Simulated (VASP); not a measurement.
# Pt (Fm-3m) in VASP: notebook

Pt is run at these levels: PBEsol; tasks: single point.

Everything below comes from runs of VASP 6.6.1. Logs are shortened: lines on timing, memory, paths and dates and some standing lists are left out, and cuts for length are marked.

## 1. The cell of the first run

Symmetry: Fm-3m, No. 225, cubic system. Conventional cell: a = 3.919 Å, b = 3.919 Å, c = 3.919 Å, α = 90.00°, β = 90.00°, γ = 90.00°. Pt (site symmetry m-3m) has 12 Pt at 2.77 Å within 3.7 Å.

## 2. Single point, PBEsol

Input file INCAR:

```
SYSTEM = Pt
PREC = Accurate
ENCUT = 520
EDIFF = 1E-6
ISMEAR = -1
SIGMA = 0.08
LREAL = .FALSE.
LASPH = .TRUE.
NELM = 100
ALGO = Normal
ISIF = 2
LWAVE = .FALSE.
LCHARG = .FALSE.
GGA = PS
NBANDS = 22
```

Input file KPOINTS:

```
regular mesh
0
G
  17 17 6
  0 0 0
```

Input file POSCAR:

```
Pt
1.0
    0.0000000000      1.9595399697     -1.9595399697
   -1.9595399697      0.0000000000      1.9595399697
    3.9190799394      3.9190799394      3.9190799394
Pt
3
Direct
    0.0000000000      0.0000000000      0.0000000000
    0.3333333330      0.6666666670      0.3333333330
    0.6666666670      0.3333333330      0.6666666670
```

Potentials or basis: VASP PAW PBE potentials, release 64 (Pt).

Launch:

```console
> cat potpaw_PBE.64/Pt/POTCAR > POTCAR
> mpirun -np 1 vasp_std > vasp.out
```

OUTCAR:

```text
SYSTEM = Pt
   PREC = Accurate
   ENCUT = 520
   EDIFF = 1E-6
   ISMEAR = -1
   LREAL = .FALSE.
   LASPH = .TRUE.
   NELM = 100
   ISIF = 2
   GGA = PS

 ion  position               nearest neighbor table
   1  0.000  0.000  0.000-   2 2.77   3 2.77   3 2.77   2 2.77   3 2.77   2 2.77
   2  0.333  0.667  0.333-   1 2.77   1 2.77   1 2.77   3 2.77   3 2.77   3 2.77
   3  0.667  0.333  0.667-   1 2.77   1 2.77   1 2.77   2 2.77   2 2.77   2 2.77

  LATTYP: Found a hexagonal cell.
 ALAT       =     2.7712080012
 C/A-ratio  =     2.4494897428

  Lattice vectors:

 A1 = (   0.0000000000,   1.9595399697,  -1.9595399697)
 A2 = (  -1.9595399697,   0.0000000000,   1.9595399697)
 A3 = (   3.9190799394,   3.9190799394,   3.9190799394)

Analysis of symmetry for initial positions (statically):
=====================================================================
 Subroutine PRICEL returns following result:

  LATTYP: Found a face centered cubic cell.
 ALAT       =     3.9190799355

  Lattice vectors:

 A1 = (   1.9595399677,   1.9595399677,   0.0000000000)
 A2 = (  -0.0000000020,   1.9595399677,   1.9595399697)
 A3 = (   1.9595399736,   0.0000000039,   1.9595399697)

   3 primitive cells build up your supercell.

 Routine SETGRP: Setting up the symmetry group for a
 hexagonal supercell.

 Subroutine GETGRP returns: Found 12 space group operations
 (whereof 12 operations were pure point group operations)
 out of a pool of 24 trial point group operations.

The static configuration has the point symmetry D_3d.

Analysis of symmetry for dynamics (positions and initial velocities):
=====================================================================
 Subroutine PRICEL returns following result:

  LATTYP: Found a face centered cubic cell.
 ALAT       =     3.9190799355

  Lattice vectors:

 A1 = (   1.9595399677,   1.9595399677,   0.0000000000)
 A2 = (  -0.0000000020,   1.9595399677,   1.9595399697)
 A3 = (   1.9595399736,   0.0000000039,   1.9595399697)

   3 primitive cells build up your supercell.

 Routine SETGRP: Setting up the symmetry group for a
 hexagonal supercell.

 Subroutine GETGRP returns: Found 12 space group operations
 (whereof 12 operations were pure point group operations)
 out of a pool of 24 trial point group operations.

The dynamic configuration has the point symmetry D_3d.

 Subroutine INISYM returns: Found 12 space group operations
 (whereof 12 operations are pure point group operations),
 and found     3 'primitive' translations

----------------------------------------------------------------------------------------

                                     Primitive cell

  volume of cell :      15.0485

  direct lattice vectors                    reciprocal lattice vectors
     1.959539968  1.959539968  0.000000000     0.255161929  0.255161931 -0.255161930
    -0.000000002  1.959539968  1.959539970    -0.255161930  0.255161930  0.255161930
     1.959539974  0.000000004  1.959539970     0.255161930 -0.255161930  0.255161930

  length of vectors
     2.771207998  2.771208000  2.771208004     0.441953427  0.441953426  0.441953426

  position of ions in fractional coordinates (direct lattice)
     0.000000000  0.000000000  0.000000000

  ion indices of the primitive-cell ions
   primitive index   ion index
                 1           1

----------------------------------------------------------------------------------------

 KPOINTS: regular mesh

Automatic generation of k-mesh.
 Grid dimensions read from file:
 generate k-points for:   17   17    6

 Generating k-lattice:

  Cartesian coordinates                     Fractional coordinates (reciprocal lattice)
    -0.010006350  0.020012700 -0.010006350     0.058823529  0.000000000  0.000000000
    -0.020012700  0.010006350  0.010006350     0.000000000  0.058823529  0.000000000
     0.014175663  0.014175663  0.014175663     0.000000000  0.000000000  0.166666667

  Length of vectors
     0.024510452  0.024510452  0.024552968

  Shift w.r.t. Gamma in fractional coordinates (k-lattice)
     0.000000000  0.000000000  0.000000000

 Subroutine IBZKPT returns following result:
 ===========================================

 Found    180 irreducible k-points:

 Following reciprocal coordinates:
            Coordinates               Weight
  0.000000  0.000000  0.000000      1.000000
  0.058824  0.000000  0.000000      6.000000
  0.117647  0.000000  0.000000      6.000000
  0.176471  0.000000  0.000000      6.000000
  0.235294  0.000000  0.000000      6.000000
  0.294118  0.000000  0.000000      6.000000
[... 16 lines left out ...]
  0.411765  0.117647 -0.000000     12.000000
  0.176471  0.176471  0.000000      6.000000
 [... further k-points ...]
   k-points           NKPTS =    180   k-points in BZ     NKDIM =    180   number of bands    NBANDS=     22
   number of dos      NEDOS =    301   number of ions     NIONS =      3
   total plane-waves  NPLWV =  28800
   dimension x,y,z NGX =    24 NGY =   24 NGZ =   50
   dimension x,y,z NGXF=    48 NGYF=   48 NGZF=  100
   ions per type =               3
   NGX,Y,Z   is equivalent  to a cutoff of  14.40, 14.40, 12.25 a.u.
   NGXF,Y,Z  is equivalent  to a cutoff of  28.80, 28.80, 24.49 a.u.
 SYSTEM =  Pt
   PREC   = accura    normal or accurate (medium, high low for compatibility)
   ISTART =      0    job   : 0-new  1-cont  2-samecut
   ICHARG =      2    charge: 1-file 2-atom 10-const
   ISPIN  =      1    spin polarized calculation?
   LNONCOLLINEAR =      F non collinear calculations
   LSORBIT =      F    spin-orbit coupling
   LASPH  =      T    aspherical Exc in radial PAW
   ENCUT  =  520.0 eV  38.22 Ry    6.18 a.u.   5.15  5.15 12.62*2*pi/ulx,y,z
   NELM   =    100;   NELMIN=  2; NELMDL= -5     # of ELM steps
   EDIFF  = 0.1E-05   stopping-criterion for ELM
   LREAL  =      F    real-space projection
[... 7 lines left out ...]
   TEBEG  =    0.0;   TEEND  =   0.0 temperature during run
   PSTRESS=    0.0 pullay stress
   NELECT =      30.0000    total number of electrons
   NUPDOWN=      -1.0000    fix difference up-down
   EMIN   =  10.00;   EMAX   =-10.00  energy-range for DOS
   EFERMI =   0.00;   METHOD = LEGACY
   ISMEAR =    -1;   SIGMA  =   0.08  broadening in eV -4-tet -1-fermi 0-gaus
   EFERMI_NEDOS =   21; number of points for ismear=-14 and -15
   IALGO  =     38    algorithm
   IMIX   =      4    mixing-type and parameters
     AMIX     =   0.40;   BMIX     =  1.00
     AMIX_MAG =   1.60;   BMIX_MAG =  1.00
  volume/ion in A,a.u.               =      15.05       101.55
  Fermi-wavevector in a.u.,A,eV,Ry     =   1.428600  2.699663 27.768110  2.040899
  Thomas-Fermi vector in A             =   2.548644
   LORBIT       =      0    0 simple, 1 ext, 2 COOP (PROOUT), +10 PAW based schemes
   GGA     = PS    functional components
   LHFCALC =     F    Hartree Fock is set to
   AEXX    =    0.0000 exact exchange contribution
   IVDW    =     0    specifies the selected vdW correction
   LEPSILON=     F    determine dielectric tensor
   LRPA    =     F    only Hartree local field effects (RPA)
 non-spin polarized calculation
  energy-cutoff  :      520.00
  volume of cell :       45.15
 maximum number of plane-waves:      1230
 NGX is ok and might be reduce to    24
   NGX = 11   NGY = 11   NGZ = 25

 number of electron      30.0000002 magnetization

 Free energy of the ion-electron system (eV)
  ---------------------------------------------------
  ext. energy  EPLUGINS =         0.00000000
  ---------------------------------------------------
  free energy    TOTEN  =       -20.95049723 eV

  energy without entropy =      -20.84259710  energy(sigma->0) =      -20.89654716

 E-fermi :  11.1433     XC(G=0): -13.6407

 val. band max:       11.1430673594   @ k =   0.4706   0.0000   0.1667
 cond. band min:      11.1469108609   @ k =   0.4706   0.0000   0.5000
 fundamental gap:      0.0038435015
 Fermi energy:        11.1433176300

 k-point     1 :       0.0000    0.0000    0.0000
  band No.  band energies     occupation
      1       0.8175      2.00000
      2       3.5605      2.00000
      3       3.5605      2.00000
      4       7.3204      2.00000
      5       7.3204      2.00000
      6       7.3211      2.00000
[... 14 lines left out ...]
     21      25.7560      0.00000
     22      26.5262      0.00000

 k-point     2 :       0.0588    0.0000    0.0000
  band No.  band energies     occupation
      1       0.9420      2.00000
      2       3.6780      2.00000
      3       3.6829      2.00000
      4       7.2561      2.00000
      5       7.3726      2.00000
      6       7.3770      2.00000
[... 14 lines left out ...]
     21      25.9521      0.00000
     22      26.6856      0.00000

 k-point     3 :       0.1176    0.0000    0.0000
  band No.  band energies     occupation
      1       1.3056      2.00000
      2       3.9957      2.00000
      3       4.0416      2.00000
      4       6.9957      2.00000
      5       7.0837      2.00000
      6       7.1062      2.00000
[... 14 lines left out ...]
     21      26.4956      0.00000
     22      26.9333      0.00000

 k-point     4 :       0.1765    0.0000    0.0000
  band No.  band energies     occupation
      1       1.8758      2.00000
      2       4.3931      2.00000
      3       4.5880      2.00000
      4       6.3382      2.00000
      5       6.7032      2.00000
      6       6.8587      2.00000
[... 14 lines left out ...]
     21      26.1018      0.00000
     22      27.2211      0.00000

 k-point     5 :       0.2353    0.0000    0.0000
  band No.  band energies     occupation
      1       2.5858      2.00000
      2       4.6329      2.00000
      3       5.1484      2.00000
      4       5.7235      2.00000
      5       6.4552      2.00000
      6       6.6636      2.00000
[... 417 lines left out ...]
 k-point    22 :       0.3529    0.1176    0.0000
  band No.  band energies     occupation
      1       4.4014      2.00000
      2       4.5961      2.00000
      3       4.8426      2.00000
      4       5.0831      2.00000
      5       6.2680      2.00000
      6       6.8947      2.00000
[... 14 lines left out ...]
     21      20.5617      0.00000
     22      22.6486      0.00000

 k-point    23 :       0.4118    0.1176   -0.0000
  band No.  band energies     occupation
      1       4.2698      2.00000
      2       4.7341      2.00000
      3       4.7703      2.00000
      4       4.9120      2.00000
      5       6.3858      2.00000
      6       6.6041      2.00000
[... 14 lines left out ...]
     21      19.2058      0.00000
     22      22.1338      0.00000

 k-point    24 :       0.1765    0.1765    0.0000
  band No.  band energies     occupation
      1       3.6318      2.00000
      2       5.3525      2.00000
      3       5.3525      2.00000
      4       5.7613      2.00000
      5       5.7613      2.00000
      6       6.4134      2.00000
[... 14 lines left out ...]
     21      23.6858      0.00000
     22      23.6858      0.00000

 [... further k-points ...]
[... 5 lines left out ...]
  --------------------------------------------------------------------------------------
  -------------------------------------------------------------------------------------
  Total       -0.1189233     -0.1189233     -0.1189233      0.0221916      0.0221916      0.0221916
  in kB       -4.2205011     -4.2205011     -4.2205011      0.7875648      0.7875648      0.7875648
  external PRESSURE =      -4.2205011 kB  Pullay stress =       0.0000000 kB

 VOLUME and BASIS-vectors are now :
 -----------------------------------------------------------------------------
  energy-cutoff  :      520.00
  volume of cell :       45.15
      direct lattice vectors                 reciprocal lattice vectors
     0.000000000  1.959539970 -1.959539970    -0.170107953  0.340215906 -0.170107953
    -1.959539970  0.000000000  1.959539970    -0.340215906  0.170107953  0.170107953
     3.919079939  3.919079939  3.919079939     0.085053977  0.085053977  0.085053977

 POSITION                                       TOTAL-FORCE (eV/Angst)
 -----------------------------------------------------------------------------------
      0.00000      0.00000      0.00000         0.000000      0.000000     -0.000000
     -0.00000      1.95954      1.95954        -0.000000     -0.000000      0.000000
      1.95954      3.91908      1.95954         0.000000      0.000000     -0.000000
 -----------------------------------------------------------------------------------
    total drift:                               -0.000000     -0.000000     -0.000000

  FREE ENERGIE OF THE ION-ELECTRON SYSTEM (eV)
  ---------------------------------------------------
  free  energy   TOTEN  =       -20.9504972260 eV

  energy  without entropy=      -20.8425971031  energy(sigma->0) =      -20.89654716
```

It took 51 s on 1 thread of Intel Xeon 6975P-C (Granite Rapids), shared host; peak memory 0.27 GiB.

What came out:

```
Free energy            : -20.9505 eV
Pressure               : -0.4 GPa
Band gap on the k mesh : zero (bands 15 and 16 overlap by 1.82 eV)
```

Caveat: the PAW data sets were made with another functional, which shifts forces and pressure a little; spin-orbit coupling is left out, which moves the levels of the heavy elements.

## 3. Single point, PBEsol

Input file INCAR:

```
PREC = Accurate ; ENCUT = 520
EDIFF = 1E-7 ; ISMEAR = -1
SIGMA = 0.08 ; LREAL = F
LASPH = T ; NELM = 100
ALGO = Normal ; ISIF = 2
LWAVE = F ; LCHARG = F
GGA = PS ; NBANDS = 22
```

Input file KPOINTS:

```
regular mesh
0
Gamma
  17 17 6
```

POSCAR is that of step 2.

Potentials or basis: VASP PAW PBE potentials, release 64 (Pt).

Launch:

```console
> cat potpaw_PBE.64/Pt/POTCAR > POTCAR
> mpirun -np 1 vasp_std > vasp.out
```

OUTCAR:

```text
PREC = Accurate
   ENCUT = 520
   EDIFF = 1E-7
   ISMEAR = -1
   LREAL = F
   LASPH = T
   NELM = 100
   ISIF = 2
   GGA = PS

 ion  position               nearest neighbor table
   1  0.000  0.000  0.000-   2 2.77   3 2.77   3 2.77   2 2.77   3 2.77   2 2.77
   2  0.333  0.667  0.333-   1 2.77   1 2.77   1 2.77   3 2.77   3 2.77   3 2.77
   3  0.667  0.333  0.667-   1 2.77   1 2.77   1 2.77   2 2.77   2 2.77   2 2.77

  LATTYP: Found a hexagonal cell.
 ALAT       =     2.7712080012
 C/A-ratio  =     2.4494897428

  Lattice vectors:

 A1 = (   0.0000000000,   1.9595399697,  -1.9595399697)
 A2 = (  -1.9595399697,   0.0000000000,   1.9595399697)
 A3 = (   3.9190799394,   3.9190799394,   3.9190799394)

Analysis of symmetry for initial positions (statically):
=====================================================================
 Subroutine PRICEL returns following result:

  LATTYP: Found a face centered cubic cell.
 ALAT       =     3.9190799355

  Lattice vectors:

 A1 = (   1.9595399677,   1.9595399677,   0.0000000000)
[... 173 lines left out ...]

 Free energy of the ion-electron system (eV)
  ---------------------------------------------------
  ext. energy  EPLUGINS =         0.00000000
  ---------------------------------------------------
  free energy    TOTEN  =       -20.95049725 eV

  energy without entropy =      -20.84259710  energy(sigma->0) =      -20.89654718

 E-fermi :  11.1433     XC(G=0): -13.6407

 val. band max:       11.1430647130   @ k =   0.4706   0.0000   0.1667
 cond. band min:      11.1469081973   @ k =   0.4706   0.0000   0.5000
 fundamental gap:      0.0038434843
 Fermi energy:        11.1433138691

 k-point     1 :       0.0000    0.0000    0.0000
  band No.  band energies     occupation
      1       0.8175      2.00000
      2       3.5605      2.00000
      3       3.5605      2.00000
      4       7.3204      2.00000
      5       7.3204      2.00000
      6       7.3211      2.00000
[... 589 lines left out ...]
     21      23.6858      0.00000
     22      23.6858      0.00000

 [... further k-points ...]
[... 5 lines left out ...]
  --------------------------------------------------------------------------------------
  -------------------------------------------------------------------------------------
  Total       -0.1193442     -0.1193442     -0.1193442      0.0221787      0.0221787      0.0221787
  in kB       -4.2354368     -4.2354368     -4.2354368      0.7871050      0.7871050      0.7871050
  external PRESSURE =      -4.2354368 kB  Pullay stress =       0.0000000 kB

 VOLUME and BASIS-vectors are now :
 -----------------------------------------------------------------------------
  energy-cutoff  :      520.00
  volume of cell :       45.15
      direct lattice vectors                 reciprocal lattice vectors
     0.000000000  1.959539970 -1.959539970    -0.170107953  0.340215906 -0.170107953
    -1.959539970  0.000000000  1.959539970    -0.340215906  0.170107953  0.170107953
     3.919079939  3.919079939  3.919079939     0.085053977  0.085053977  0.085053977

 POSITION                                       TOTAL-FORCE (eV/Angst)
 -----------------------------------------------------------------------------------
      0.00000      0.00000      0.00000        -0.000000      0.000000      0.000000
     -0.00000      1.95954      1.95954         0.000000      0.000000     -0.000000
      1.95954      3.91908      1.95954        -0.000000     -0.000000      0.000000
 -----------------------------------------------------------------------------------
    total drift:                               -0.000000     -0.000000     -0.000000

  FREE ENERGIE OF THE ION-ELECTRON SYSTEM (eV)
  ---------------------------------------------------
  free  energy   TOTEN  =       -20.9504972496 eV

  energy  without entropy=      -20.8425971026  energy(sigma->0) =      -20.89654718
```

stdout:

```text
POSCAR found type information on POSCAR Pt
 POSCAR found :  1 types and       3 ions
 scaLAPACK will be used
 -----------------------------------------------------------------------------
|                                                                             |
|                                                                             |
|     You enforced a specific xc type in the INCAR file but a different       |
|     I HOPE YOU KNOW WHAT YOU ARE DOING!                                     |
|                                                                             |
 -----------------------------------------------------------------------------

 LDA part: xc-table for (Slater+PW92), standard interpolation
 POSCAR, INCAR and KPOINTS ok, starting setup
 FFT: planning ... GRIDC
 FFT: planning ... GRID_SOFT
 FFT: planning ... GRID
 WAVECAR not read
 entering main loop
```

Wall time 49 s (1 thread of Intel Xeon 6975P-C (Granite Rapids), shared host); peak memory 0.27 GiB.

Results:

```yaml
Free_energy: -20.9505 eV
Pressure: -0.4 GPa
Band_gap_on_the_k_mesh: zero (bands 15 and 16 overlap by 1.82 eV)
```

Levels at points of the mesh, in eV from the Fermi level:
```tsv
k point	band 11	band 12	band 13	band 14	band 15	band 16	band 17	band 18	band 19	band 20
(0.00, 0.00, 0.00)	-3.35	-3.35	-1.64	-1.64	-0.83	-0.83	-0.83	-0.83	10.28	10.28
(0.00, 0.00, 0.50)	-3.49	-1.74	-1.74	-1.74	-1.74	-0.56	0.04	0.04	5.81	14.17
```

Caveat: the PAW data sets were made with another functional, which shifts forces and pressure a little; spin-orbit coupling is left out, which moves the levels of the heavy elements.
